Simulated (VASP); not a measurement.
Input of a VASP 6.6.1 run:

File INCAR:

```
PREC     = Accurate       # precision mode
ENCUT    = 520            # plane-wave cutoff, eV
EDIFF    = 1E-7           # SCF threshold, eV
ISMEAR   = -1             # smearing method
SIGMA    = 0.08           # smearing width, eV
LREAL    = F              # projectors in reciprocal space
LASPH    = T              # aspherical terms in the spheres
NELM     = 100            # most SCF steps
ALGO     = Normal         # electronic algorithm
ISIF     = 2              # what is computed and relaxed
LWAVE    = F              # write WAVECAR
LCHARG   = T              # write CHGCAR
GGA      = CA             # functional
LELF     = T              # ELF
LVHAR    = T            
NBANDS   = 20             # bands
```

Contents of KPOINTS:

```
regular mesh
0
Gamma
  17 17 9
```

Contents of POSCAR:

```
Tc
1.0
    2.7308362218      0.0000000000      0.0000000000
   -1.3654181109      2.3649735417      0.0000000000
    0.0000000000      0.0000000000      4.3832908600
Tc
2
Direct
    0.3333333333      0.6666666667      0.2500000000
    0.6666666667      0.3333333333      0.7500000000
```

Potentials or basis: VASP PAW LDA potentials, release 64 (Tc_pv).

The run is started by

```bash
$ cat potpaw_LDA.64/Tc_pv/POTCAR > POTCAR
$ mpirun -np 1 vasp_std > vasp.out
```

What does it give for the pressure?

-8.7 GPa.

Predict the band gap on the k mesh.

zero (bands 13 and 14 overlap by 3.10 eV).

Stress tensor (GPa, compression positive):
```
-8.08  0.00  0.00
 0.00 -8.08  0.00
 0.00  0.00 -9.81
```

Caveat: the cell stands under tension.
